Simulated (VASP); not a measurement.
Set up this calculation in VASP 6.6.1, as the native input.

- Task: single point
- Functional: PBE
- Potentials or basis: VASP PAW PBE potentials, release 64 (Al, N)
- Cutoff: 520 eV
- k mesh: 2 × 2 × 2, shifted
- Occupations: gaussian, width 0.02 eV
- Spin: no spin polarisation
- Dipole correction: no
- Further INCAR settings: LREAL = Auto; ALGO = Normal; EDIFF = 1e-07; NBANDS = 88

The structure of Al17N16 (a cell with a defect) lies in POSCAR:

```
Al17N16
1.0
   -4.4031742052      4.4031742052     -4.4031742052
    4.4031742052      4.4031742052      4.4031742052
    4.4031742052     -4.4031742052     -4.4031742052
Al N
17 16
Direct
    0.5044511974      0.5053175042     -0.0025289710
    0.2581495637      0.7496077480     -0.0021722965
    0.7421469939      0.4910588133      0.7451308640
    0.0165925754     -0.0440433403     -0.0297443376
    0.4997292629      0.7476203181      0.7512917604
    0.7136444877      0.2891110914     -0.0251658224
    0.2431818389     -0.0095758192      0.7429031529
    0.0014223830      0.5065714859      0.5086776938
    0.7565407010      0.7503745812      0.4997164313
   -0.0007049460      0.2460750925      0.7489707076
    0.2933548481      0.5401401101      0.2620615143
    0.5014195208      0.0038157700      0.4980334408
    0.2571050899      0.2482394402      0.5059638561
   -0.0073701377      0.7427824446      0.2470998078
    0.7414924661     -0.0107088654      0.2513896676
    0.4964674115      0.2435254546      0.2506243107
   -0.0100692132      0.2409510618      0.1462583514
    0.2524122254      0.7484859436      0.7487652876
   -0.0006963159     -0.0052028375      0.7409288954
    0.5178910472      0.7659835480      0.5151977629
    0.7474037698      0.2449078664      0.7379966925
    0.2481072629     -0.0058676988      0.4961645618
    0.4970182641      0.4988947513      0.7450485371
   -0.0004715916      0.2479327297      0.4864416896
    0.7493419170      0.7486709238      0.2523698696
    0.4987897134     -0.0026718225      0.2489888996
    0.7469503469      0.4972836408      0.4978928604
    0.0018460546      0.7272287788     -0.0030472335
    0.2459558604      0.2478187210      0.2483725261
    0.0045837387      0.4983030191      0.2537389955
    0.7523628059     -0.0108900983      0.0016182644
    0.4760511173      0.2441966749     -0.0025678066
    0.2549000897      0.5015618045     -0.0039229654
```

These files were run (other wordings do the same):

INCAR

```
SYSTEM = Al17N16
PREC = Accurate
ENCUT = 520
EDIFF = 1E-7
ISMEAR = 0
SIGMA = 0.02
LREAL = Auto
LASPH = .True.
NELM = 100
ALGO = Normal
ISIF = 2
LWAVE = .False.
LCHARG = .False.
GGA = PE
NBANDS = 88
```

KPOINTS

```
Automatic mesh
0
Gamma
  2 2 2
  0.5 0.5 0.5
```

Potentials or basis: VASP PAW PBE potentials, release 64 (Al, N).

Command:

```console
$ cat potpaw_PBE.64/Al/POTCAR potpaw_PBE.64/N/POTCAR > POTCAR
$ mpirun -np 1 vasp_std > vasp.out
```

Results of the run:

The pressure is 9.6 GPa. The largest force is 1.877 eV/Å and the band gap on the k mesh is zero (an odd number of electrons rules out a gap without spin polarisation).

Caveat: the k points lie up to 0.50 Å⁻¹ apart, too coarse for converged energies and pressures of a metal.

It took 4.6 min on 1 thread of Intel(R) Xeon(R) Platinum 8488C (Sapphire Rapids) (shared host), peak memory 0.49 GiB.
